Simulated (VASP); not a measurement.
The system is CaO (Lime).

```
CELL_PARAMETERS angstrom
0.00000 2.39755 2.39755
2.39755 0.00000 2.39755
2.39755 2.39755 0.00000
ATOMIC_POSITIONS crystal
Ca 0.00000 0.00000 0.00000
O 0.50000 0.50000 0.50000
```

Base run:

```yaml
Program: VASP 6.6.1
Functional: r2SCAN
Potentials_or_basis: VASP PAW PBE potentials, release 64 (Ca_sv, O)
Cutoff: 520 eV
k_mesh: 8 × 8 × 8
Occupations: gaussian, width 0.01 eV
Spin: no spin polarisation
```

Its results: band gap on the k mesh 4.19 eV, indirect (least direct gap 4.56 eV); pressure 1.0 GPa.

Q: The run is repeated on the same cell with these changes: functional from r2SCAN to PBE. What comes out?

A: Band gap on the k mesh 3.63 eV, indirect (least direct gap 4.01 eV); pressure 3.1 GPa.

r2SCAN gives the wider gap, since meta-GGAs in the generalised Kohn-Sham scheme recover part of the derivative discontinuity.

Caveats: the PAW data sets were made with another functional, which shifts forces and pressure a little (some runs).

A k mesh can miss the band edges.
